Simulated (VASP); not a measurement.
Cu, 1 atom in the cell. The structure is cubic, space group Fm-3m (No. 225). Conventional cell: a = 3.627 Å, b = 3.627 Å, c = 3.627 Å, α = 90.00°, β = 90.00°, γ = 90.00°. Within 3.4 Å of Cu (site symmetry m-3m) lie 12 Cu at 2.56 Å. 

* Program: VASP 6.6.1
* Task: single point
* Functional: PBE
* Potentials or basis: VASP PAW PBE potentials, release 64 (Cu)
* Cutoff: 600 eV
* k mesh: 10 × 10 × 10
* Occupations: gaussian, width 0.1 eV
* Spin: no spin polarisation
* Dipole correction: no
* Further INCAR settings: ALGO = Normal; EDIFF = 1e-06; NBANDS = 12

Potentials or basis: VASP PAW PBE potentials, release 64 (Cu).

Launch:

```sh
$ cat potpaw_PBE.64/Cu/POTCAR > POTCAR
$ mpirun -np 1 vasp_std > vasp.out
```

Hardware: 1 thread of Intel(R) Xeon(R) Platinum 8488C (Sapphire Rapids) (shared host).

**Question.** How long does it take, and how much memory?

**Answer.** Run time: 5.7 s on 1 thread of Intel(R) Xeon(R) Platinum 8488C (Sapphire Rapids), with other jobs on the host, peak memory 0.13 GiB. Counts: scf iterations 11, k points 47.
